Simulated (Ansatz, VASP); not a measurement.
**AlNi in VASP and in Ansatz**

```
Al Ni
1.0
     1.99333   -2.00824    0.00000
     1.99333    2.00824    0.00000
     0.00000    0.00000    2.93184
Al Ni
1 1
Direct
  0.00000 0.00000 0.00000
  0.50000 0.50000 0.50000
```

Alike in both runs: task single point; functional PBEsol; k mesh 20 × 20 × 18; occupations gaussian, width 0.15 eV; no spin polarisation.

|  | VASP | Ansatz |
| --- | --- | --- |
| version | VASP 6.6.1 | Ansatz 0.2.0 |
| potentials or method | VASP PAW PBE potentials, release 64 (Al, Ni), cutoff 520 eV | scalar-relativistic, plane waves, PAW |
| valence electrons in the cell | 13 | 21 |

|  | VASP | Ansatz | Ansatz less VASP |
| --- | --- | --- | --- |
| gap on the k mesh at the Fermi level (eV) | none | none | - |
| pressure (GPa) | 0.0 | -0.1 | -0.07 |
| traceless stress, the component that is largest in VASP (GPa) | 1.76 | 1.74 | -0.022 |

VASP's potentials were made for PBE, not for PBEsol. A gap of «none» marks a metal or a gap that the smearing closes. VASP's potentials hold 13 valence electrons a cell and Ansatz's 21, so a difference there can come from the potentials and not from the codes.
